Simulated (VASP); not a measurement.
# BaF2 (Fm-3m) in VASP: settings compared, part 2 of 2

VASP 6.6.1.

### Step 4. Single point, PBE

INCAR

```
SYSTEM = BaF2
  PREC = Accurate
  ENCUT = 600
  EDIFF = 1E-6
  ISMEAR = 0
  SIGMA = 0.01
  LREAL = .FALSE.
  LASPH = .TRUE.
  NELM = 120
  ALGO = Normal
  ISIF = 2
  LWAVE = .FALSE.
  LCHARG = .FALSE.
  GGA = PE
  NBANDS = 19
  GGA_COMPAT = .FALSE.
```

KPOINTS

```
regular mesh
0
G
  4 4 4
  0 0 0
```

POSCAR

```
BaF2
1.0
    0.0000000000      3.0971637728      3.0971637728
    3.0971637728      0.0000000000      3.0971637728
    3.0971637728      3.0971637728      0.0000000000
Ba F
1 2
Direct
    0.0000000000      0.0000000000      0.0000000000
    0.2500000000      0.2500000000      0.2500000000
    0.7500000000      0.7500000000      0.7500000000
```

Potentials or basis: VASP PAW PBE potentials, release 64 (Ba_sv, F).

Launch:

```bash
> cat potpaw_PBE.64/Ba_sv/POTCAR potpaw_PBE.64/F/POTCAR > POTCAR
> mpirun -np 1 vasp_std > vasp.out
```

OUTCAR:

```text
SYSTEM = BaF2
   PREC = Accurate
   ENCUT = 600
   EDIFF = 1E-6
   ISMEAR = 0
   LREAL = .FALSE.
   LASPH = .TRUE.
   NELM = 120
   ISIF = 2
   GGA = PE

 ion  position               nearest neighbor table
   1  0.000  0.000  0.000-   3 2.68   3 2.68   3 2.68   2 2.68   3 2.68   2 2.68   2 2.68   2 2.68

   2  0.250  0.250  0.250-   1 2.68   1 2.68   1 2.68   1 2.68
   3  0.750  0.750  0.750-   1 2.68   1 2.68   1 2.68   1 2.68

  LATTYP: Found a face centered cubic cell.
 ALAT       =     6.1943275456

  Lattice vectors:

 A1 = (   0.0000000000,   3.0971637728,   3.0971637728)
 A2 = (   3.0971637728,   0.0000000000,   3.0971637728)
 A3 = (   3.0971637728,   3.0971637728,   0.0000000000)

Analysis of symmetry for initial positions (statically):
=====================================================================
 Subroutine PRICEL returns:
 Original cell was already a primitive cell.

 Routine SETGRP: Setting up the symmetry group for a
 face centered cubic supercell.

 Subroutine GETGRP returns: Found 48 space group operations
 (whereof 48 operations were pure point group operations)
 out of a pool of 48 trial point group operations.
[... 146 lines left out ...]

  energy without entropy =      -17.10987140  energy(sigma->0) =      -17.10987140

 E-fermi :  -2.0024     XC(G=0):  -8.7135

 val. band max:       -2.0608484077   @ k =  -0.2500   0.2500   0.0000
 cond. band min:       4.7152421335   @ k =   0.0000   0.0000   0.0000
 fundamental gap:      6.7760905412
 Fermi energy:        -2.0024078533

 k-point     1 :       0.0000    0.0000    0.0000
  band No.  band energies     occupation
      1     -25.1532      2.00000
      2     -20.9984      2.00000
      3     -20.9461      2.00000
      4      -9.9866      2.00000
      5      -9.9866      2.00000
      6      -9.9866      2.00000
[... 153 lines left out ...]
      6     -10.1015      2.00000
[... 11 lines left out ...]
     18      12.6605      0.00000
     19      12.9473      0.00000

------------------------ aborting loop because EDIFF is reached ----------------------------------------

  FORCE on cell =-STRESS in cart. coord.  units (eV):
  Direction    XX          YY          ZZ          XY          YZ          ZX
  --------------------------------------------------------------------------------------
  -------------------------------------------------------------------------------------
  Total        0.9128254      0.9128254      0.9128254      0.0000000      0.0000000      0.0000000
  in kB       24.6136360     24.6136360     24.6136360      0.0000000      0.0000000      0.0000000
  external PRESSURE =      24.6136360 kB  Pullay stress =       0.0000000 kB

 VOLUME and BASIS-vectors are now :
 -----------------------------------------------------------------------------
  energy-cutoff  :      600.00
  volume of cell :       59.42
      direct lattice vectors                 reciprocal lattice vectors
     0.000000000  3.097163773  3.097163773    -0.161438024  0.161438024  0.161438024
     3.097163773  0.000000000  3.097163773     0.161438024 -0.161438024  0.161438024
     3.097163773  3.097163773  0.000000000     0.161438024  0.161438024 -0.161438024

 POSITION                                       TOTAL-FORCE (eV/Angst)
 -----------------------------------------------------------------------------------
      0.00000      0.00000      0.00000         0.000000      0.000000      0.000000
      1.54858      1.54858      1.54858         0.000000      0.000000      0.000000
      4.64575      4.64575      4.64575        -0.000000     -0.000000     -0.000000
 -----------------------------------------------------------------------------------
    total drift:                                0.000000      0.000000      0.000000

  FREE ENERGIE OF THE ION-ELECTRON SYSTEM (eV)
  ---------------------------------------------------
  free  energy   TOTEN  =       -17.1098714036 eV

  energy  without entropy=      -17.1098714036  energy(sigma->0) =      -17.10987140
```

OSZICAR:

```text
N       E                     dE             d eps       ncg     rms          rms(c)
DAV:   1     0.168755134980E+03    0.16876E+03   -0.14152E+04   304   0.132E+03
DAV:   2    -0.912622924875E+01   -0.17788E+03   -0.17227E+03   382   0.281E+02
DAV:   3    -0.186992250306E+02   -0.95730E+01   -0.95276E+01   359   0.665E+01
DAV:   4    -0.188691469386E+02   -0.16992E+00   -0.16978E+00   357   0.873E+00
DAV:   5    -0.188741678905E+02   -0.50210E-02   -0.50208E-02   372   0.110E+00    0.857E+00
DAV:   6    -0.170911388201E+02    0.17830E+01   -0.76152E+00   310   0.213E+01    0.426E+00
DAV:   7    -0.170829273515E+02    0.82115E-02   -0.27254E-01   339   0.407E+00    0.221E+00
DAV:   8    -0.171005666950E+02   -0.17639E-01   -0.63919E-02   318   0.273E+00    0.300E-01
DAV:   9    -0.171067688363E+02   -0.62021E-02   -0.10646E-02   346   0.733E-01    0.140E-01
DAV:  10    -0.171098558905E+02   -0.30871E-02   -0.33570E-03   321   0.380E-01    0.368E-02
DAV:  11    -0.171098515312E+02    0.43593E-05   -0.18340E-04   345   0.106E-01    0.211E-02
DAV:  12    -0.171098709126E+02   -0.19381E-04   -0.50953E-05   322   0.495E-02    0.337E-03
DAV:  13    -0.171098714036E+02   -0.49102E-06   -0.61742E-07   294   0.638E-03
   1 F= -.17109871E+02 E0= -.17109871E+02  d E =-.155587E-17
```

It took 7.5 s on 1 thread of AMD EPYC 9R45 (Zen 5), shared host; peak memory 0.17 GiB.

Results:

```yaml
Free_energy: -17.1099 eV
Pressure: 2.5 GPa
Band_gap_on_the_k_mesh: 6.78 eV (least direct gap 6.86 eV)
```

Levels at points of the mesh, in eV from the valence-band top:
| k point | band 8 | band 9 | band 10 | band 11 | band 12 | band 13 | band 14 | band 15 | band 16 | band 17 |
| --- | --- | --- | --- | --- | --- | --- | --- | --- | --- | --- |
| (0.00, 0.00, 0.00) | -1.50 | -1.50 | -0.08 | -0.08 | -0.08 | 6.78 | 9.19 | 9.19 | 11.41 | 11.41 |
| (0.50, 0.00, 0.00) | -1.10 | -0.67 | -0.35 | -0.17 | -0.17 | 9.12 | 9.19 | 9.19 | 9.80 | 11.60 |
| (0.50, 0.50, 0.00) | -0.36 | -0.36 | -0.33 | -0.33 | -0.13 | 7.25 | 9.01 | 10.68 | 11.97 | 11.97 |

Caveat: the k points lie up to 0.44 Å⁻¹ apart; spin-orbit coupling is left out, which moves the levels of the heavy elements. A k mesh can miss the band edges.

### Step 5. Single point, PBE

INCAR

```
PREC = Accurate
ENCUT = 600
EDIFF = 1E-6
ISMEAR = 0
SIGMA = 0.01
LREAL = F
LASPH = T
NELM = 120
ALGO = Normal
ISIF = 2
LWAVE = F
LCHARG = T
GGA = PE
LELF = T
LVHAR = T
NBANDS = 19
GGA_COMPAT = F
```

KPOINTS

```
Automatic mesh
0
Gamma
  6 6 6
```

POSCAR is that of step 4.

Launch:

```bash
> cat potpaw_PBE.64/Ba_sv/POTCAR potpaw_PBE.64/F/POTCAR > POTCAR
> mpirun -np 1 vasp_std > vasp.out
```

Wall time 13 s (1 thread of AMD EPYC 9R45 (Zen 5), shared host); peak memory 0.18 GiB.

It converged, with:

- Free energy: -17.1100 eV
- Pressure: 2.5 GPa
- Band gap on the k mesh: 6.79 eV (least direct gap 6.86 eV)

Levels at points of the mesh, in eV from the valence-band top:
| k point | band 9 | band 10 | band 11 | band 12 | band 13 | band 14 | band 15 | band 16 |
| --- | --- | --- | --- | --- | --- | --- | --- | --- |
| (0.00, 0.00, 0.00) | -1.49 | -0.07 | -0.07 | -0.07 | 6.79 | 9.20 | 9.20 | 11.42 |
| (0.50, 0.00, 0.00) | -0.66 | -0.34 | -0.15 | -0.15 | 9.13 | 9.20 | 9.20 | 9.81 |
| (0.50, 0.50, 0.00) | -0.35 | -0.32 | -0.32 | -0.12 | 7.26 | 9.03 | 10.69 | 11.98 |

Caveat: spin-orbit coupling is left out, which moves the levels of the heavy elements. A k mesh can miss the band edges.

### Step 6. Single point, r2SCAN

POSCAR is that of step 5.

INCAR.step1

```
PREC = Accurate ; ENCUT = 660
ISMEAR = 0 ; SIGMA = 0.01
LREAL = F ; LASPH = T
NELM = 120 ; NBANDS = 19
GGA = PE ; ALGO = Normal
EDIFF = 1E-5 ; LWAVE = T
LCHARG = F ; GGA_COMPAT = F
```

INCAR.step2

```
PREC = Accurate ; ENCUT = 660
EDIFF = 1E-6 ; ISMEAR = 0
SIGMA = 0.01 ; LREAL = F
LASPH = T ; NELM = 120
ALGO = Normal ; ISIF = 2
LWAVE = F ; LCHARG = F
METAGGA = R2SCAN ; LMIXTAU = T
NBANDS = 19 ; ISTART = 1
GGA_COMPAT = F
```

KPOINTS

```
regular mesh
0
Gamma
  4 4 4
```

Potentials or basis: VASP PAW PBE potentials, release 64 (Ba_sv, F).

Launch:

```bash
> cat potpaw_PBE.64/Ba_sv/POTCAR potpaw_PBE.64/F/POTCAR > POTCAR
> cp INCAR.step1 INCAR
> mpirun -np 1 vasp_std > vasp.out
> cp INCAR.step2 INCAR
> mpirun -np 1 vasp_std > vasp.out
```

OUTCAR:

```text
PREC = Accurate
   ENCUT = 660
   EDIFF = 1E-6
   ISMEAR = 0
   LREAL = F
   LASPH = T
   NELM = 120
   ISIF = 2
   METAGGA = R2SCAN
   ISTART = 1

 ion  position               nearest neighbor table
   1  0.000  0.000  0.000-   3 2.68   3 2.68   3 2.68   2 2.68   3 2.68   2 2.68   2 2.68   2 2.68

   2  0.250  0.250  0.250-   1 2.68   1 2.68   1 2.68   1 2.68
   3  0.750  0.750  0.750-   1 2.68   1 2.68   1 2.68   1 2.68

  LATTYP: Found a face centered cubic cell.
 ALAT       =     6.1943275456
[... 351 lines left out ...]

  FORCE on cell =-STRESS in cart. coord.  units (eV):
  Direction    XX          YY          ZZ          XY          YZ          ZX
  --------------------------------------------------------------------------------------
  -------------------------------------------------------------------------------------
  Total        0.3350620      0.3350620      0.3350620      0.0000000      0.0000000      0.0000000
  in kB        9.0346895      9.0346895      9.0346895      0.0000000      0.0000000      0.0000000
  external PRESSURE =       9.0346895 kB  Pullay stress =       0.0000000 kB

 VOLUME and BASIS-vectors are now :
 -----------------------------------------------------------------------------
  energy-cutoff  :      660.00
  volume of cell :       59.42
      direct lattice vectors                 reciprocal lattice vectors
     0.000000000  3.097163773  3.097163773    -0.161438024  0.161438024  0.161438024
     3.097163773  0.000000000  3.097163773     0.161438024 -0.161438024  0.161438024
     3.097163773  3.097163773  0.000000000     0.161438024  0.161438024 -0.161438024

 POSITION                                       TOTAL-FORCE (eV/Angst)
 -----------------------------------------------------------------------------------
      0.00000      0.00000      0.00000        -0.000000      0.000000     -0.000000
      1.54858      1.54858      1.54858        -0.000000      0.000000     -0.000000
      4.64575      4.64575      4.64575         0.000000     -0.000000      0.000000
 -----------------------------------------------------------------------------------
    total drift:                                0.000000     -0.000000      0.000000

  FREE ENERGIE OF THE ION-ELECTRON SYSTEM (eV)
  ---------------------------------------------------
  free  energy   TOTEN  =       -45.0673816235 eV

  energy  without entropy=      -45.0673816235  energy(sigma->0) =      -45.06738162
```

OSZICAR.step1:

```text
N       E                     dE             d eps       ncg     rms          rms(c)
DAV:   1     0.164378580634E+03    0.16438E+03   -0.14935E+04   304   0.143E+03
DAV:   2    -0.100113547434E+02   -0.17439E+03   -0.17030E+03   388   0.277E+02
DAV:   3    -0.187250434169E+02   -0.87137E+01   -0.86824E+01   375   0.616E+01
DAV:   4    -0.188729265598E+02   -0.14788E+00   -0.14768E+00   374   0.790E+00
DAV:   5    -0.188760862366E+02   -0.31597E-02   -0.31592E-02   347   0.926E-01    0.856E+00
DAV:   6    -0.170955294290E+02    0.17806E+01   -0.76049E+00   313   0.213E+01    0.426E+00
DAV:   7    -0.170866958539E+02    0.88336E-02   -0.27063E-01   333   0.407E+00    0.221E+00
DAV:   8    -0.171037358144E+02   -0.17040E-01   -0.64650E-02   312   0.277E+00    0.300E-01
DAV:   9    -0.171100056684E+02   -0.62699E-02   -0.10659E-02   340   0.742E-01    0.141E-01
DAV:  10    -0.171131112196E+02   -0.31056E-02   -0.33896E-03   318   0.388E-01    0.372E-02
DAV:  11    -0.171131059143E+02    0.53052E-05   -0.18839E-04   353   0.108E-01    0.213E-02
DAV:  12    -0.171131253053E+02   -0.19391E-04   -0.53659E-05   303   0.522E-02    0.367E-03
DAV:  13    -0.171131258281E+02   -0.52278E-06   -0.77522E-07   263   0.729E-03
   1 F= -.17113126E+02 E0= -.17113126E+02  d E =-.122775E-18
```

Run time: 47 s. Hardware: 1 thread of AMD EPYC 9R45 (Zen 5), shared host; peak memory 0.22 GiB.

What came out:

```
Free energy            : -45.0674 eV
Pressure               : 0.9 GPa
Band gap on the k mesh : 7.34 eV (least direct gap 7.43 eV)
```

Caveat: the k points lie up to 0.44 Å⁻¹ apart; the PAW data sets were made with another functional, which shifts forces and pressure a little; spin-orbit coupling is left out, which moves the levels of the heavy elements.

### Step 7. Single point, HSE06

POSCAR is that of step 6.

INCAR.step1

```
SYSTEM = BaF2
PREC = Accurate ; ENCUT = 520
EDIFF = 1E-5 ; ISMEAR = 0
SIGMA = 0.01 ; LREAL = .False.
LASPH = .True. ; NELM = 120
ALGO = Normal ; ISIF = 2
LWAVE = .True. ; LCHARG = .False.
GGA = PE ; NBANDS = 19
GGA_COMPAT = .False.
```

INCAR.step2

```
SYSTEM = BaF2
PREC = Accurate ; ENCUT = 520
EDIFF = 1E-6 ; ISMEAR = 0
SIGMA = 0.01 ; LREAL = .False.
LASPH = .True. ; NELM = 120
ALGO = Normal ; ISIF = 2
LWAVE = .False. ; LCHARG = .False.
GGA = PE ; LHFCALC = .True.
HFSCREEN = 0.2079 ; PRECFOCK = Normal
ISTART = 1 ; NBANDS = 19
GGA_COMPAT = .False.
```

KPOINTS

```
Automatic mesh
0
Gamma
  4 4 4
  0 0 0
```

Launch:

```bash
> cat potpaw_PBE.64/Ba_sv/POTCAR potpaw_PBE.64/F/POTCAR > POTCAR
> cp INCAR.step1 INCAR
> mpirun -np 1 vasp_std > vasp.out
> cp INCAR.step2 INCAR
> mpirun -np 1 vasp_std > vasp.out
```

Run time: 10 min. Hardware: 1 thread of AMD EPYC 9R45 (Zen 5), shared host; peak memory 0.29 GiB.

The run converged. Its results:

```
Free energy            : -20.3746 eV
Pressure               : 1.4 GPa
Band gap on the k mesh : 8.70 eV (least direct gap 8.79 eV)
```

Levels at points of the mesh, in eV from the valence-band top:
```tsv
k point	band 10	band 11	band 12	band 13	band 14	band 15
(0.00, 0.00, 0.00)	-0.09	-0.09	-0.09	8.70	11.30	11.30
(0.50, 0.00, 0.00)	-0.36	-0.17	-0.17	11.24	11.28	11.28
(0.50, 0.50, 0.00)	-0.30	-0.30	-0.17	9.17	11.14	12.88
```

Caveat: the k points lie up to 0.44 Å⁻¹ apart; the PAW data sets were made with another functional, which shifts forces and pressure a little; spin-orbit coupling is left out, which moves the levels of the heavy elements. A k mesh can miss the band edges.

### Step 8. Overview

```csv
level,potentials or basis,k mesh,cutoff (eV),grid for exact exchange (PRECFOCK),share of exact exchange,screening parameter,gap on the mesh (eV),pressure (GPa)
PBE,"VASP PAW PBE potentials, release 64 (Ba_sv, F)",4 × 4 × 4,600,-,-,-,6.78,2.5
LDA,"VASP PAW LDA potentials, release 64 (Ba_sv, F)",4 × 4 × 4,600,-,-,-,6.40,-3.3
PBE,"VASP PAW PBE potentials, release 64 (Ba_sv, F)",6 × 6 × 6,600,-,-,-,6.79,2.5
r2SCAN,"VASP PAW PBE potentials, release 64 (Ba_sv, F)",4 × 4 × 4,660,-,-,-,7.34,0.9
HSE06,"VASP PAW PBE potentials, release 64 (Ba_sv, F)",4 × 4 × 4,520,Normal,0.25,0.2079 1/Å,8.70,1.4
```

Alike in all rows: task single point; no spin polarisation; cell as given; smearing gaussian 0.01 eV.

Caveats: some runs use coarse meshes; spin-orbit coupling is left out, which moves the levels of the heavy elements; the PAW data sets were made with another functional, which shifts forces and pressure a little (at least some runs).

Total energies depend on the potentials used, so only differences within one code and one set of settings carry meaning.
